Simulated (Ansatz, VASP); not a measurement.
## One calculation of BaTiO3, two programs

Contents of POSCAR:

```
BaTiO3
1.0
    3.9720406786      0.0000000000      0.0000000000
    0.0000000000      3.9720406786      0.0000000000
    0.0000000000      0.0000000000      4.1129859223
Ba Ti O
1 1 3
Direct
    0.5000000000      0.5000000000      0.5850376240
    0.0000000000      0.0000000000      0.1031585467
    0.0000000000      0.5000000000      0.0629149697
    0.5000000000      0.0000000000      0.0629149697
    0.0000000000      0.0000000000      0.5459708799
```

File INCAR.step1:

```
SYSTEM = BaTiO3
PREC     = Accurate       ! precision mode
ENCUT    = 520            ! plane-wave cutoff, eV
ISMEAR   = 0              ! smearing method
SIGMA    = 0.01           ! smearing width, eV
LREAL    = .FALSE.        ! projectors in reciprocal space
LASPH    = .TRUE.         ! aspherical terms in the spheres
NELM     = 60             ! most SCF steps
NBANDS   = 28             ! bands
GGA      = PE             ! functional
ALGO     = Normal         ! electronic algorithm
EDIFF    = 1E-4           ! SCF threshold, eV
LWAVE    = .TRUE.         ! write WAVECAR
LCHARG   = .FALSE.        ! write CHGCAR
```

Contents of INCAR.step2:

```
SYSTEM = BaTiO3
PREC     = Accurate       ! precision mode
ENCUT    = 520            ! plane-wave cutoff, eV
EDIFF    = 1E-6           ! SCF threshold, eV
ISMEAR   = 0              ! smearing method
SIGMA    = 0.01           ! smearing width, eV
LREAL    = .FALSE.        ! projectors in reciprocal space
LASPH    = .TRUE.         ! aspherical terms in the spheres
NELM     = 60             ! most SCF steps
ALGO     = Normal         ! electronic algorithm
ISIF     = 2              ! what is computed and relaxed
LWAVE    = .FALSE.        ! write WAVECAR
LCHARG   = .FALSE.        ! write CHGCAR
METAGGA  = R2SCAN         ! meta-GGA
LMIXTAU  = .TRUE.       
NBANDS   = 28             ! bands
ISTART   = 1
```

KPOINTS

```
regular mesh
0
G
  6 6 6
  0 0 0
```

Input for Ansatz:

```yaml
crystal:
  lattice:
    - [3.9720406786, 0.0, 0.0]
    - [0.0, 3.9720406786, 0.0]
    - [0.0, 0.0, 4.1129859223]
  atoms:
    - { symbol: Ba, position: [0.5, 0.5, 0.585037624] }
    - { symbol: Ti, position: [0.0, 0.0, 0.1031585467] }
    - { symbol: O, position: [0.0, 0.5, 0.0629149697] }
    - { symbol: O, position: [0.5, 0.0, 0.0629149697] }
    - { symbol: O, position: [0.0, 0.0, 0.5459708799] }
kpoints:
  mp_grid: { grid: [6, 6, 6] }
  band_path:
    path:
      - [0.0, 0.0, 0.0]
      - [0.0, 0.5, 0.0]
      - [0.5, 0.5, 0.0]
      - [0.0, 0.0, 0.5]
      - [0.0, 0.5, 0.5]
      - [0.5, 0.5, 0.5]
      - [-0.5, -0.5, 0.479167]
    npoints: 1
hamiltonian:
  xc: r2scan
scf:
  occupations: { method: fixed }
  n_extra_bands: 5
output:
  forces: true
  stress: true
  eigenvalues: true
  write_density: true
  write_potential: true
  elf: true
  volumetric_format: npy
```

Alike in both runs: task single point; functional r2SCAN; k mesh 6 × 6 × 6; no spin polarisation.

|  | VASP | Ansatz |
| --- | --- | --- |
| version | VASP 6.6.1 | Ansatz 0.2.0 |
| potentials or method | VASP PAW PBE potentials, release 64 (Ba_sv, Ti_sv, O) | plane waves, PAW |
| plane-wave cutoff (eV) | 520 | 500 |
| occupations | gaussian, width 0.01 eV | fixed |
| valence electrons in the cell | 40 | 40 |

|  | VASP | Ansatz | Ansatz less VASP |
| --- | --- | --- | --- |
| gap on the k mesh at the Fermi level (eV) | 2.21 | 2.23 | +0.018 |
| pressure (GPa) | 1.9 | 0.0 | -1.93 |
| traceless stress, the component that is largest in VASP (GPa) | 0.11 | 0.00 | -0.108 |
| rms of the force components (eV/Å) | 0.061 | 0.000 | -0.0603 |

VASP's potentials were made for PBE, not for r2SCAN. Atom by atom the forces differ by 0.060 eV/Å (rms over components).

Spin-orbit coupling is off throughout.
